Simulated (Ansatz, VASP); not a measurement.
One calculation of MgO, two programs

The input POSCAR:

```
MgO
1.0
    3.4841042127      0.0000000000      0.0000000000
   -1.7420521064      3.0173227576      0.0000000000
    0.0000000000      0.0000000000      4.1856875957
Mg O
2 2
Direct
    0.6666666667      0.3333333333      0.7500000000
    0.3333333333      0.6666666667      0.2500000000
    0.7009777518      0.2395937055      0.2500000000
    0.3333333333      0.6666666667      0.7500000000
```

Contents of INCAR.step1:

```
PREC     = Accurate       # precision mode
ENCUT    = 520            # plane-wave cutoff, eV
ISMEAR   = 0              # smearing method
SIGMA    = 0.05           # smearing width, eV
LREAL    = False          # projectors in reciprocal space
LASPH    = True           # aspherical terms in the spheres
NELM     = 80             # most SCF steps
NBANDS   = 16             # bands
GGA      = PE             # functional
ALGO     = Normal         # electronic algorithm
EDIFF    = 1E-4           # SCF threshold, eV
LWAVE    = True           # write WAVECAR
LCHARG   = False          # write CHGCAR
```

INCAR.step2

```
PREC     = Accurate       # precision mode
ENCUT    = 520            # plane-wave cutoff, eV
EDIFF    = 1E-6           # SCF threshold, eV
ISMEAR   = 0              # smearing method
SIGMA    = 0.05           # smearing width, eV
LREAL    = False          # projectors in reciprocal space
LASPH    = True           # aspherical terms in the spheres
NELM     = 80             # most SCF steps
ALGO     = Normal         # electronic algorithm
ISIF     = 2              # what is computed and relaxed
LWAVE    = False          # write WAVECAR
LCHARG   = True           # write CHGCAR
METAGGA  = R2SCAN         # meta-GGA
LMIXTAU  = True         
LELF     = True           # ELF
LVHAR    = True         
NBANDS   = 16             # bands
ISTART   = 1
```

The input KPOINTS:

```
Automatic mesh
0
Gamma
  6 6 6
```

Input for Ansatz:

```yaml
crystal:
  lattice:
    - [3.4841042127, 0.0, 0.0]
    - [-1.7420521064, 3.0173227576, 0.0]
    - [0.0, 0.0, 4.1856875957]
  atoms:
    - { symbol: Mg, position: [0.6666666667, 0.3333333333, 0.75] }
    - { symbol: Mg, position: [0.3333333333, 0.6666666667, 0.25] }
    - { symbol: O, position: [0.7009777518, 0.2395937055, 0.25] }
    - { symbol: O, position: [0.3333333333, 0.6666666667, 0.75] }
basis:
  ecutwfc: 500
kpoints:
  mp_grid: { grid: [6, 6, 6] }
hamiltonian:
  xc: r2scan
scf:
  occupations: { method: gaussian, width: 0.05 }
output:
  forces: true
  stress: true
  eigenvalues: true
```

Alike in both runs: task single point; functional r2SCAN; k mesh 6 × 6 × 6; occupations gaussian, width 0.05 eV; no spin polarisation.

|  | VASP | Ansatz |
| --- | --- | --- |
| version | VASP 6.6.1 | Ansatz 0.2.0 |
| potentials or method | VASP PAW PBE potentials, release 64 (Mg, O), cutoff 520 eV | scalar-relativistic, plane waves, PAW |
| valence electrons in the cell | 16 | 32 |

VASP gave:

- gap on the k mesh at the Fermi level (eV): 3.76
- least direct gap on the mesh (eV): 3.76
- pressure (GPa): 5.5
- traceless stress, the component that is largest in VASP (GPa): 14.72
- rms of the force components (eV/Å): 1.546

Estimate Ansatz's values.

gap on the k mesh at the Fermi level (eV): 3.77; least direct gap on the mesh (eV): 3.77; pressure (GPa): 6.1; traceless stress, the component that is largest in VASP (GPa): 14.28; rms of the force components (eV/Å): 1.511.

VASP's potentials were made for PBE, not for r2SCAN. Atom by atom the forces differ by 0.036 eV/Å (rms over components). VASP's potentials hold 16 valence electrons a cell and Ansatz's 32, so a difference there can come from the potentials and not from the codes.
